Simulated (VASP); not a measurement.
Input of a VASP 6.6.1 run:

The input INCAR:

```
PREC     = Accurate       # precision mode
ENCUT    = 600            # plane-wave cutoff, eV
EDIFF    = 1E-6           # SCF threshold, eV
ISMEAR   = -1             # smearing method
SIGMA    = 0.05           # smearing width, eV
LREAL    = F              # projectors in reciprocal space
LASPH    = T              # aspherical terms in the spheres
NELM     = 100            # most SCF steps
ALGO     = Normal         # electronic algorithm
ISIF     = 3              # what is computed and relaxed
LWAVE    = F              # write WAVECAR
LCHARG   = F              # write CHGCAR
GGA      = PS             # functional
IBRION   = 2              # ionic algorithm
NSW      = 80             # ionic steps
EDIFFG   = -0.01          # ionic threshold
PSTRESS  = 50.0
```

Contents of KPOINTS:

```
regular mesh
0
Gamma
  10 10 5
```

File POSCAR:

```
Mg
1.0
    3.2093000000      0.0000000000      0.0000000000
   -1.6046500000      2.7793353284      0.0000000000
    0.0000000000      0.0000000000      5.2103000000
Mg
2
Direct
    0.6666666667      0.3333333333      0.7500000000
    0.3333333333      0.6666666667      0.2500000000
```

Potentials or basis: VASP PAW PBE potentials, release 64 (Mg).

Launch:

```bash
$ cat potpaw_PBE.64/Mg/POTCAR > POTCAR
$ mpirun -np 1 vasp_std > vasp.out
```

(1) What does it give for the relaxed cell?

(2) What does it give for the space group after relaxing (to 0.05 Å)?

Answers

(1) a = 3.040 Å, b = 3.040 Å, c = 5.061 Å, α = 90.00°, β = 90.00°, γ = 120.00°.

(2) P6_3/mmc (No. 194).

Caveat: the cell is relaxed towards a set pressure, so the enthalpy falls and the energy may rise.
